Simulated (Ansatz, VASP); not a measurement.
## KSc3Si4 in VASP and in Ansatz

```
CELL_PARAMETERS angstrom
-3.41141 3.41141 3.41141
3.41141 -3.41141 3.41141
3.41141 3.41141 -3.41141
ATOMIC_POSITIONS crystal
K 0.00000 0.00000 0.00000
Sc 0.50000 0.50000 0.00000
Sc 0.50000 0.00000 0.50000
Sc 0.00000 0.50000 0.50000
Si 0.50000 0.50000 0.50000
Si 0.00000 0.00000 0.50000
Si 0.00000 0.50000 0.00000
Si 0.50000 0.00000 0.00000
```

Alike in both runs: functional PBE; k mesh 4 × 4 × 4; occupations gaussian, width 0.1 eV; no spin polarisation.

Ansatz relaxed the structure, and its values are those at the end. VASP's run is a single point on that final structure, the one shown.

|  | VASP | Ansatz |
| --- | --- | --- |
| version | VASP 6.6.1 | Ansatz 0.2.0 |
| potentials or method | VASP PAW PBE potentials, release 64 (K_sv, Sc_sv, Si), cutoff 520 eV | scalar-relativistic, plane waves, PAW |
| valence electrons in the cell | 58 | 58 |

```tsv
	VASP	Ansatz	Ansatz less VASP
gap on the k mesh at the Fermi level (eV)	none	none	-
pressure (GPa)	-0.2	-0.3	-0.16
```

A gap of «none» marks a metal or a gap that the smearing closes. With one functional, cell and mesh, what is left measures potentials, basis and numerics.
